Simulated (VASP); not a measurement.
Wanted: the native input for a VASP 6.6.1 run.

| Item | Value |
| --- | --- |
| Task | single point |
| Functional | PBE |
| Potentials or basis | VASP PAW PBE potentials, release 64 (Zr_sv) |
| Cutoff | 520 eV |
| k mesh | 20 × 20 × 20 |
| Occupations | fermi-dirac, width 0.05 eV |
| Spin | collinear spin |
| Starting moments | [1.0] μB |
| Dipole correction | no |
| Further INCAR settings | ALGO = Normal; EDIFF = 1e-06; NBANDS = 16 |

The structure of Zr lies in POSCAR:

```
Zr
1.0
    0.0000000000      2.2609290331      2.2609290331
    2.2609290331      0.0000000000      2.2609290331
    2.2609290331      2.2609290331      0.0000000000
Zr
1
Direct
    0.0000000000      0.0000000000      0.0000000000
```

This isn't the form of Zr at room conditions, which is hcp.

These files were run (other wordings do the same):

INCAR

```
SYSTEM = Zr
PREC     = Accurate       ! precision mode
ENCUT    = 520            ! plane-wave cutoff, eV
EDIFF    = 1E-6           ! SCF threshold, eV
ISMEAR   = -1             ! smearing method
SIGMA    = 0.05           ! smearing width, eV
LREAL    = .False.        ! projectors in reciprocal space
LASPH    = .True.         ! aspherical terms in the spheres
NELM     = 150            ! most SCF steps
ALGO     = Normal         ! electronic algorithm
ISIF     = 2              ! what is computed and relaxed
LWAVE    = .False.        ! write WAVECAR
LCHARG   = .True.         ! write CHGCAR
ISPIN    = 2              ! spin polarisation
MAGMOM   = 1              ! initial moments
LORBIT   = 11             ! projections on sites
LMAXMIX  = 4              ! l up to which the mixer works
GGA      = PE             ! functional
LELF     = .True.         ! ELF
LVHAR    = .True.       
NBANDS   = 16             ! bands
```

KPOINTS

```
regular mesh
0
Gamma
  20 20 20
  0 0 0
```

Potentials or basis: VASP PAW PBE potentials, release 64 (Zr_sv).

Launch:

```sh
$ cat potpaw_PBE.64/Zr_sv/POTCAR > POTCAR
$ mpirun -np 1 vasp_std > vasp.out
```

It gave:

| Item | Value |
| --- | --- |
| Pressure | 0.4 GPa |
| Band gap on the k mesh | zero (filled and empty bands overlap) |
| Net moment | 0.00 μB per cell |
| Valence electrons inside the program's atomic spheres | Zr 9.84 |

Wall time 55 s on 1 thread of Intel(R) Xeon(R) Platinum 8559C (Emerald Rapids) (shared host), peak memory 0.25 GiB.
